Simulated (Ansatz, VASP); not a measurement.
## Be4Se in VASP and in Ansatz

```xyz
5
Lattice="3.3371 -2.7480 0.0000 3.3371 2.7480 0.0000 0.0000 0.0000 3.4315" Properties=species:S:1:pos:R:3 pbc="T T T"
Be    3.3371   -0.9740    1.7157
Be    3.3371    0.9740    1.7157
Be    2.2779    0.0000    0.0000
Be    4.3964    0.0000    0.0000
Se    0.0000    0.0000    0.0000
```

Change from the starting cell: species swapped into the OsCl4 type (Cmmm, No. 65).

Alike in both runs: functional PBE; k mesh 4 × 4 × 6; occupations gaussian, width 0.1 eV; no spin polarisation.

Ansatz relaxed the structure, and its values are those at the end. VASP's run is a single point on that final structure, the one shown.

|  | VASP | Ansatz |
| --- | --- | --- |
| version | VASP 6.6.1 | Ansatz 0.2.0 |
| potentials or method | VASP PAW PBE potentials, release 64 (Be, Se), cutoff 520 eV | scalar-relativistic, plane waves, PAW |
| valence electrons in the cell | 14 | 24 |

```tsv
	VASP	Ansatz	Ansatz less VASP
gap on the k mesh at the Fermi level (eV)	none	none	-
pressure (GPa)	0.3	0.1	-0.12
rms of the force components (eV/Å)	0.014	0.008	-0.0058
```

A gap of «none» marks a metal or a gap that the smearing closes. With one functional, cell and mesh, what is left measures potentials, basis and numerics. VASP's potentials hold 14 valence electrons a cell and Ansatz's 24, so a difference there can come from the potentials and not from the codes.

The k mesh is coarse, so the values compare programs but aren't converged.
